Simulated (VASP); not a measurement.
A run of VASP 6.6.1 is set up as follows.

POSCAR

```
Ge
1.0
    1.3971490000     -2.6005160000      0.0000000000
    1.3971490000      2.6005160000      0.0000000000
    0.0000000000      0.0000000000      2.6982310000
Ge
1
Direct
    0.5000000000      0.5000000000      0.0000000000
```

The input INCAR.step1:

```
PREC = Accurate ; ENCUT = 520
ISMEAR = -1 ; SIGMA = 0.05
LREAL = False ; LASPH = True
NELM = 60 ; NBANDS = 13
GGA = PE ; ALGO = Normal
EDIFF = 1E-4 ; LWAVE = True
LCHARG = False
```

The input INCAR.step2:

```
PREC = Accurate ; ENCUT = 520
EDIFF = 1E-7 ; ISMEAR = -1
SIGMA = 0.05 ; LREAL = False
LASPH = True ; NELM = 60
ALGO = Normal ; ISIF = 2
LWAVE = False ; LCHARG = False
METAGGA = R2SCAN ; LMIXTAU = True
NBANDS = 13 ; ISTART = 1
```

File KPOINTS:

```
Automatic mesh
0
Gamma
  6 6 6
```

Potentials or basis: VASP PAW PBE potentials, release 64 (Ge_d).

The run is started by

```bash
$ cat potpaw_PBE.64/Ge_d/POTCAR > POTCAR
$ cp INCAR.step1 INCAR
$ mpirun -np 1 vasp_std > vasp.out
$ cp INCAR.step2 INCAR
$ mpirun -np 1 vasp_std > vasp.out
```

Question: Estimate the band gap on the k mesh.

Answer: Zero (band 7 reaches 13.08 eV, above the bottom of band 8 at 2.77 eV).

Question: Estimate the pressure.

Answer: -3.0 GPa.

Stress tensor (GPa, compression positive):
```
-4.07  0.00  0.00
 0.00 -8.38  0.00
 0.00  0.00  3.43
```

Caveat: the k points lie up to 0.43 Å⁻¹ apart; the PAW data sets were made with another functional, which shifts forces and pressure a little.
